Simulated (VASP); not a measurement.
As:

```xyz
4
Lattice="1.8128 -5.4631 0.0000 1.8128 5.4631 0.0000 0.0000 0.0000 4.4400" Properties=species:S:1:pos:R:3 pbc="T T T"
As    1.8128    1.2019    2.4864
As    1.8128   -4.2612    4.1736
As    1.8128   -1.2019    1.9536
As    1.8128    4.2612    0.2664
```

This cell differs from its parent crystal: volume scaled by 0.98.

Base run:

```yaml
Program: VASP 6.6.1
Functional: PBEsol
Potentials_or_basis: VASP PAW PBE potentials, release 64 (As)
Cutoff: 520 eV
k_mesh: 8 × 8 × 6
Occupations: fermi-dirac, width 0.05 eV
Spin: no spin polarisation
```

Its results: band gap on the k mesh zero (band 10 reaches 4.91 eV, above the bottom of band 11 at 4.88 eV); pressure 1.6 GPa; largest force 0.252 eV/Å.

After a change of settings the same cell gave: band gap on the k mesh 0.20 eV, indirect (least direct gap 0.29 eV); pressure 3.1 GPa; largest force 0.224 eV/Å. Which change was it?
A. functional from PBEsol to PBE
B. functional from PBEsol to LDA; potentials or basis from VASP PAW PBE potentials, release 64 (As) to VASP PAW LDA potentials, release 64 (As)
C. functional from PBEsol to r2SCAN; further incar settings from ALGO = Normal; EDIFF = 1e-06; NBANDS = 18 to ALGO = Normal; EDIFF = 1e-07; NBANDS = 18

C.

Caveats: the PAW data sets were made with another functional, which shifts forces and pressure a little.
